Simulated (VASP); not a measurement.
A run of VASP 6.6.1 is set up as follows.

INCAR

```
PREC     = Accurate       # precision mode
ENCUT    = 520            # plane-wave cutoff, eV
EDIFF    = 1E-8           # SCF threshold, eV
ISMEAR   = -1             # smearing method
SIGMA    = 0.05           # smearing width, eV
LREAL    = F              # projectors in reciprocal space
LASPH    = T              # aspherical terms in the spheres
NELM     = 60             # most SCF steps
ALGO     = Normal         # electronic algorithm
ISIF     = 2              # what is computed and relaxed
LWAVE    = F              # write WAVECAR
LCHARG   = F              # write CHGCAR
GGA      = PS             # functional
LEFG     = T            
NBANDS   = 11             # bands
```

Contents of KPOINTS:

```
regular mesh
0
Gamma
  10 10 10
```

File POSCAR:

```
Ba
1.0
   -2.5000000000      2.5000000000      2.5000000000
    2.5000000000     -2.5000000000      2.5000000000
    2.5000000000      2.5000000000     -2.5000000000
Ba
1
Direct
    0.0000000000      0.0000000000      0.0000000000
```

Potentials or basis: VASP PAW PBE potentials, release 64 (Ba_sv).

Command:

```console
$ cat potpaw_PBE.64/Ba_sv/POTCAR > POTCAR
$ mpirun -np 1 vasp_std > vasp.out
```

(1) Predict the pressure.

(2) What does it give for the band gap on the k mesh?

## Answers

(1) -0.5 GPa.

(2) zero (bands 5 and 6 overlap by 0.87 eV).

Caveat: the PAW data sets were made with another functional, which shifts forces and pressure a little; spin-orbit coupling is left out, which moves the levels of the heavy elements.
